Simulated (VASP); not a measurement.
Set up this calculation in VASP 6.6.1, as the native input.

```yaml
Task: single point
Functional: r2SCAN
Potentials_or_basis: VASP PAW PBE potentials, release 64 (Ga_d, Sb)
Cutoff: 520 eV
k_mesh: 6 × 6 × 6
Occupations: gaussian, width 0.1 eV
Spin: no spin polarisation
Dipole_correction: no
Further_INCAR_settings: ALGO = Normal; EDIFF = 1e-06; NBANDS = 16
```

The system is GaSb.

```xyz
2
Lattice="-1.5559 2.6750 2.8933 1.5559 -2.6750 2.8933 1.5559 2.6750 -2.8933" Properties=species:S:1:pos:R:3 pbc="T T T"
Ga    0.0000    0.0000    0.0000
Sb    0.0000    0.0000    2.8933
```

One way to write it, as run:

POSCAR

```
GaSb
1.0
   -1.5559010000      2.6750030000      2.8933130000
    1.5559010000     -2.6750030000      2.8933130000
    1.5559010000      2.6750030000     -2.8933130000
Ga Sb
1 1
Direct
    0.0000000000      0.0000000000      0.0000000000
    0.5000000000      0.5000000000      0.0000000000
```

INCAR.step1

```
SYSTEM = GaSb
ALGO     = Normal         ! electronic algorithm
EDIFF    = 1E-4           ! SCF threshold, eV
ENCUT    = 520            ! plane-wave cutoff, eV
GGA      = PE             ! functional
ISMEAR   = 0              ! smearing method
LASPH    = .True.         ! aspherical terms in the spheres
LCHARG   = .False.        ! write CHGCAR
LREAL    = .False.        ! projectors in reciprocal space
LWAVE    = .True.         ! write WAVECAR
NBANDS   = 16             ! bands
NELM     = 60             ! most SCF steps
PREC     = Accurate       ! precision mode
SIGMA    = 0.1            ! smearing width, eV
```

INCAR.step2

```
SYSTEM = GaSb
ALGO     = Normal         ! electronic algorithm
EDIFF    = 1E-6           ! SCF threshold, eV
ENCUT    = 520            ! plane-wave cutoff, eV
ISIF     = 2              ! what is computed and relaxed
ISMEAR   = 0              ! smearing method
ISTART   = 1            
LASPH    = .True.         ! aspherical terms in the spheres
LCHARG   = .True.         ! write CHGCAR
LELF     = .True.         ! ELF
LMIXTAU  = .True.       
LREAL    = .False.        ! projectors in reciprocal space
LVHAR    = .True.       
LWAVE    = .False.        ! write WAVECAR
METAGGA  = R2SCAN         ! meta-GGA
NBANDS   = 16             ! bands
NELM     = 60             ! most SCF steps
PREC     = Accurate       ! precision mode
SIGMA    = 0.1            ! smearing width, eV
```

KPOINTS

```
k-points
0
Gamma
  6 6 6
  0 0 0
```

Potentials or basis: VASP PAW PBE potentials, release 64 (Ga_d, Sb).

Launch:

```sh
$ cat potpaw_PBE.64/Ga_d/POTCAR potpaw_PBE.64/Sb/POTCAR > POTCAR
$ cp INCAR.step1 INCAR
$ mpirun -np 1 vasp_std > vasp.out
$ cp INCAR.step2 INCAR
$ mpirun -np 1 vasp_std > vasp.out
```

Results of the run:

```yaml
Pressure: -1.6 GPa
Band_gap_on_the_k_mesh: zero (band 9 reaches 8.05 eV, above the bottom of band 10 at 3.42 eV)
```

Caveat: the k points lie up to 0.39 Å⁻¹ apart; the PAW data sets were made with another functional, which shifts forces and pressure a little; spin-orbit coupling is left out, which moves the levels of the heavy elements.

Wall time 2.1 min on 1 thread of AMD EPYC 7R13 Processor (Zen 3), with other jobs on the host, peak memory 0.18 GiB.
